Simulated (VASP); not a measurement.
# LiNbO3 in VASP: a series of runs, part 2 of 2

VASP 6.6.1.

## (3) Single point, HSE06 (strain +0.5%)

POSCAR

```
LiNbO3
1.0
    3.9528341942      0.0000000000      0.0000000000
    0.0000000000      3.9528341942      0.0000000000
    0.0000000000      0.0000000000      3.9528341942
Li Nb O
1 1 3
Direct
    0.0000000000      0.0000000000      0.0000000000
    0.5000000000      0.5000000000      0.5000000000
    0.5000000000      0.5000000000      0.0000000000
    0.5000000000      0.0000000000      0.5000000000
    0.0000000000      0.5000000000      0.5000000000
```

INCAR.step1

```
SYSTEM = LiNbO3
ALGO = Normal
EDIFF = 1E-5
ENCUT = 520
GGA = PE
ISIF = 2
ISMEAR = 0
LASPH = .TRUE.
LCHARG = .FALSE.
LREAL = .FALSE.
LWAVE = .TRUE.
NBANDS = 25
NELM = 100
PREC = Accurate
SIGMA = 0.01
```

INCAR.step2

```
SYSTEM = LiNbO3
ALGO = Normal
EDIFF = 1E-6
ENCUT = 520
GGA = PE
HFSCREEN = 0.2079
ISIF = 2
ISMEAR = 0
ISTART = 1
LASPH = .TRUE.
LCHARG = .FALSE.
LHFCALC = .TRUE.
LREAL = .FALSE.
LWAVE = .FALSE.
NBANDS = 25
NELM = 100
PREC = Accurate
PRECFOCK = Fast
SIGMA = 0.01
```

KPOINTS

```
k-points
0
G
  4 4 4
  0 0 0
```

Potentials or basis: VASP PAW PBE potentials, release 64 (Li_sv, Nb_sv, O).

The run is started by

```sh
cat potpaw_PBE.64/Li_sv/POTCAR potpaw_PBE.64/Nb_sv/POTCAR potpaw_PBE.64/O/POTCAR > POTCAR
cp INCAR.step1 INCAR
mpirun -np 1 vasp_std > vasp.out
cp INCAR.step2 INCAR
mpirun -np 1 vasp_std > vasp.out
```

OUTCAR:

```text
SYSTEM = LiNbO3
   EDIFF = 1E-6
   ENCUT = 520
   GGA = PE
   HFSCREEN = 0.2079
   ISIF = 2
   ISMEAR = 0
   ISTART = 1
   LASPH = .TRUE.
   LHFCALC = .TRUE.
   LREAL = .FALSE.
   NELM = 100
   PREC = Accurate
   PRECFOCK = Fast

 ion  position               nearest neighbor table
   1  0.000  0.000  0.000-
   2  0.500  0.500  0.500-   3 1.98   4 1.98   5 1.98   3 1.98   4 1.98   5 1.98
   3  0.500  0.500  0.000-   2 1.98   2 1.98
   4  0.500  0.000  0.500-   2 1.98   2 1.98
   5  0.000  0.500  0.500-   2 1.98   2 1.98

  LATTYP: Found a simple cubic cell.
 ALAT       =     3.9528341942

  Lattice vectors:

 A1 = (   3.9528341942,   0.0000000000,   0.0000000000)
 A2 = (   0.0000000000,   3.9528341942,   0.0000000000)
 A3 = (   0.0000000000,   0.0000000000,   3.9528341942)

Analysis of symmetry for initial positions (statically):
=====================================================================
 Subroutine PRICEL returns:
[... 167 lines left out ...]
  free energy    TOTEN  =       -47.43101480 eV

  energy without entropy =      -47.43101480  energy(sigma->0) =      -47.43101480

 E-fermi :   2.4049     XC(G=0):  -8.1730

 val. band max:        2.2137965467   @ k =   0.5000   0.5000   0.5000
 cond. band min:       5.1431537342   @ k =   0.0000   0.0000   0.0000
 fundamental gap:      2.9293571876
 Fermi energy:         2.4049206934

 k-point     1 :       0.0000    0.0000    0.0000
  band No.  band energies     occupation
      1     -56.1518      2.00000
      2     -46.0236      2.00000
      3     -30.7964      2.00000
      4     -30.7964      2.00000
      5     -30.7964      2.00000
      6     -16.8901      2.00000
[... 269 lines left out ...]
     24      13.9654      0.00000
     25      15.5869      0.00000

------------------------ aborting loop because EDIFF is reached ----------------------------------------

  FORCE on cell =-STRESS in cart. coord.  units (eV):
  Direction    XX          YY          ZZ          XY          YZ          ZX
  --------------------------------------------------------------------------------------
  -------------------------------------------------------------------------------------
  Total       -2.3559772     -2.3559772     -2.3559772     -0.0000000     -0.0000000      0.0000000
  in kB      -61.1161337    -61.1161337    -61.1161337     -0.0000000     -0.0000000      0.0000000
  external PRESSURE =     -61.1161337 kB  Pullay stress =       0.0000000 kB

 VOLUME and BASIS-vectors are now :
 -----------------------------------------------------------------------------
  energy-cutoff  :      520.00
  volume of cell :       61.76
      direct lattice vectors                 reciprocal lattice vectors
     3.952834194  0.000000000  0.000000000     0.252983037  0.000000000  0.000000000
     0.000000000  3.952834194  0.000000000     0.000000000  0.252983037  0.000000000
     0.000000000  0.000000000  3.952834194     0.000000000  0.000000000  0.252983037

 POSITION                                       TOTAL-FORCE (eV/Angst)
 -----------------------------------------------------------------------------------
      0.00000      0.00000      0.00000         0.000000      0.000000      0.000000
      1.97642      1.97642      1.97642         0.000000      0.000000      0.000000
      1.97642      1.97642      0.00000         0.000000      0.000000      0.000000
      1.97642      0.00000      1.97642         0.000000      0.000000      0.000000
      0.00000      1.97642      1.97642         0.000000      0.000000      0.000000
 -----------------------------------------------------------------------------------
    total drift:                                0.000000     -0.000000      0.000002

  FREE ENERGIE OF THE ION-ELECTRON SYSTEM (eV)
  ---------------------------------------------------
  free  energy   TOTEN  =       -47.4310147978 eV

  energy  without entropy=      -47.4310147978  energy(sigma->0) =      -47.43101480
```

OUTCAR.step1:

```text
SYSTEM = LiNbO3
   EDIFF = 1E-5
   ENCUT = 520
   GGA = PE
   ISIF = 2
[... 497 lines left out ...]
      1.97642      1.97642      1.97642         0.000000      0.000000      0.000000
      1.97642      1.97642      0.00000         0.000000      0.000000      0.000000
      1.97642      0.00000      1.97642         0.000000      0.000000      0.000000
      0.00000      1.97642      1.97642         0.000000      0.000000      0.000000
 -----------------------------------------------------------------------------------
    total drift:                                0.000000      0.000000     -0.000000

  FREE ENERGIE OF THE ION-ELECTRON SYSTEM (eV)
  ---------------------------------------------------
  free  energy   TOTEN  =       -39.1762974706 eV

  energy  without entropy=      -39.1762974706  energy(sigma->0) =      -39.17629747
```

OSZICAR.step1:

```text
N       E                     dE             d eps       ncg     rms          rms(c)
DAV:   1     0.311322177464E+03    0.31132E+03   -0.17906E+04   500   0.137E+03
DAV:   2    -0.234061612968E+02   -0.33473E+03   -0.32046E+03   655   0.441E+02
DAV:   3    -0.467394254404E+02   -0.23333E+02   -0.23165E+02   830   0.105E+02
DAV:   4    -0.479006234330E+02   -0.11612E+01   -0.11590E+01   725   0.194E+01
DAV:   5    -0.479316473248E+02   -0.31024E-01   -0.31019E-01   757   0.260E+00    0.192E+01
DAV:   6    -0.393913690714E+02    0.85403E+01   -0.35369E+01   729   0.458E+01    0.676E+00
DAV:   7    -0.391905378525E+02    0.20083E+00   -0.24500E+00   700   0.118E+01    0.379E+00
DAV:   8    -0.391861607700E+02    0.43771E-02   -0.29523E-01   788   0.549E+00    0.102E+00
DAV:   9    -0.391753234799E+02    0.10837E-01   -0.48311E-02   756   0.232E+00    0.524E-01
DAV:  10    -0.391762106327E+02   -0.88715E-03   -0.12421E-02   578   0.863E-01    0.747E-02
DAV:  11    -0.391762922409E+02   -0.81608E-04   -0.10301E-03   783   0.259E-01    0.772E-02
DAV:  12    -0.391762974706E+02   -0.52297E-05   -0.83698E-05   614   0.595E-02
   1 F= -.39176297E+02 E0= -.39176297E+02  d E =0.000000E+00
```

Run time: 18 min. Hardware: 1 thread of AMD EPYC 7R13, shared host; peak memory 0.29 GiB.

What came out:

```yaml
Free_energy: -47.4310 eV
Band_gap_on_the_k_mesh: 2.93 eV (least direct gap 3.83 eV)
```

Caveat: the cell differs from its parent crystal (strain +0.5%); the cutoff is under 1.25 times the usual one of these potentials, so pressure, stress and relaxed cells hold a basis-set (Pulay) error; the PAW data sets were made with another functional, which shifts forces and pressure a little.

## (4) Single point, HSE06 (uniaxial x strain -1.5%)

Changes to POSCAR since step 3:

```diff
@@ -2,5 +2,5 @@
 1.0
-    3.9528341942      0.0000000000      0.0000000000
-    0.0000000000      3.9528341942      0.0000000000
-    0.0000000000      0.0000000000      3.9528341942
+    3.8741708272      0.0000000000      0.0000000000
+    0.0000000000      3.9331683525      0.0000000000
+    0.0000000000      0.0000000000      3.9331683525
 Li Nb O
```

INCAR.step1

```
PREC = Accurate
ENCUT = 520
EDIFF = 1E-5
ISMEAR = 0
SIGMA = 0.01
LREAL = F
LASPH = T
NELM = 100
ALGO = Normal
ISIF = 2
LWAVE = T
NBANDS = 25
GGA = PE
```

INCAR.step2

```
PREC = Accurate
ENCUT = 520
EDIFF = 1E-6
ISMEAR = 0
SIGMA = 0.01
LREAL = F
LASPH = T
NELM = 100
ALGO = Normal
ISIF = 2
LWAVE = F
LCHARG = T
GGA = PE
LHFCALC = T
HFSCREEN = 0.2079
PRECFOCK = Fast
LELF = T
LVHAR = T
NBANDS = 25
ISTART = 1
```

KPOINTS

```
Automatic mesh
0
Gamma
  4 4 4
```

The run is started by

```sh
cat potpaw_PBE.64/Li_sv/POTCAR potpaw_PBE.64/Nb_sv/POTCAR potpaw_PBE.64/O/POTCAR > POTCAR
cp INCAR.step1 INCAR
mpirun -np 1 vasp_std > vasp.out
cp INCAR.step2 INCAR
mpirun -np 1 vasp_std > vasp.out
```

It took 34 min on 1 thread of Oxide Virtual Turin-like, shared host; peak memory 0.26 GiB.

Results (log left out):

| Property | Result |
| --- | --- |
| Free energy | -47.4550 eV |
| Band gap on the k mesh | 3.00 eV (least direct gap 3.91 eV) |

Levels at points of the mesh, in eV from the valence-band top:
```csv
k point,band 14,band 15,band 16,band 17,band 18,band 19,band 20,band 21
"(0.00, 0.00, 0.00)",-1.19,-0.92,-0.91,-0.91,3.00,3.00,3.00,6.13
"(0.50, 0.00, 0.00)",-2.31,-1.62,-0.95,-0.95,3.09,6.18,6.18,7.28
"(0.00, 0.50, 0.00)",-2.28,-1.65,-1.01,-0.96,3.08,5.95,5.97,7.43
"(0.50, 0.50, 0.00)",-2.20,-2.17,-1.67,-0.05,6.01,6.21,7.49,8.90
"(0.00, 0.50, 0.50)",-2.30,-2.30,-1.67,-0.02,5.99,5.99,7.35,9.20
"(0.50, 0.50, 0.50)",-5.11,-0.03,-0.03,0.00,7.34,7.47,7.47,8.43
```

Caveat: the cell differs from its parent crystal (uniaxial x strain -1.5%); the cutoff is under 1.25 times the usual one of these potentials, so pressure, stress and relaxed cells hold a basis-set (Pulay) error; the PAW data sets were made with another functional, which shifts forces and pressure a little. A k mesh can miss the band edges.

## (5) The runs side by side

| cell | gap on the mesh (eV) |
| --- | --- |
| a = 3.933 Å, angles 90.0, 90.0, 90.9°, 5 atoms | 2.96 |
| a = 3.953 Å, 5 atoms | 2.93 |
| a = 3.874, b = 3.933, c = 3.933 Å, 5 atoms | 3.00 |

Alike in all rows: task single point; level HSE06; potentials or basis VASP PAW PBE potentials, release 64 (Li_sv, Nb_sv, O); no spin polarisation; k mesh 4 × 4 × 4; cutoff (eV) 520; smearing gaussian 0.01 eV.

Caveats: the cutoff is under 1.25 times the usual one of these potentials, so pressure, stress and relaxed cells hold a basis-set (Pulay) error; the PAW data sets were made with another functional, which shifts forces and pressure a little.

Absolute energies hang on the potentials; compare differences alone.
